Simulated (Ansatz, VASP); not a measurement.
Two plane-wave programs on TiC

File INCAR:

```
SYSTEM = TiC
ALGO = Normal
EDIFF = 1E-6
ENCUT = 600
GGA = PS
GGA_COMPAT = .FALSE.
ISIF = 2
ISMEAR = 0
LASPH = .TRUE.
LCHARG = .TRUE.
LELF = .TRUE.
LREAL = .FALSE.
LVHAR = .TRUE.
LWAVE = .FALSE.
NBANDS = 15
NELM = 120
PREC = Accurate
SIGMA = 0.1
```

Contents of KPOINTS:

```
k-points
0
G
  6 6 6
  0 0 0
```

Contents of POSCAR:

```
TiC
1.0
    0.0000000000      2.1464397804      2.1464397804
    2.1464397804      0.0000000000      2.1464397804
    2.1464397804      2.1464397804      0.0000000000
Ti C
1 1
Direct
    0.0000000000      0.0000000000      0.0000000000
    0.5000000000      0.5000000000      0.5000000000
```

Input for Ansatz:

```yaml
crystal:
  lattice:
    - [0.0, 2.1464397804, 2.1464397804]
    - [2.1464397804, 0.0, 2.1464397804]
    - [2.1464397804, 2.1464397804, 0.0]
  atoms:
    - { symbol: Ti, position: [0.0, 0.0, 0.0] }
    - { symbol: C, position: [0.5, 0.5, 0.5] }
basis:
  ecutwfc: 420
kpoints:
  mp_grid: { grid: [6, 6, 6] }
hamiltonian:
  xc: pbesol
  pseudopotentials: { kind: paw, azcp: { folder: soft_1 } }
scf:
  occupations: { method: gaussian, width: 0.1 }
output:
  forces: true
  stress: true
  eigenvalues: true
```

Alike in both runs: task single point; functional PBEsol; k mesh 6 × 6 × 6; occupations gaussian, width 0.1 eV; no spin polarisation.

```csv
,VASP,Ansatz
version,VASP 6.6.1,Ansatz 0.2.0
potentials or method,"VASP PAW PBE potentials, release 64 (Ti_sv, C), cutoff 600 eV","scalar-relativistic, plane waves, PAW"
valence electrons in the cell,16,16
```

```tsv
	VASP	Ansatz	Ansatz less VASP
gap on the k mesh at the Fermi level (eV)	none	none	-
pressure (GPa)	0.3	0.0	-0.26
```

VASP's potentials were made for PBE, not for PBEsol, and Ansatz warns of the same on its side. A gap of «none» marks a metal or a gap that the smearing closes.

The k mesh is coarse, so the values compare programs but aren't converged.
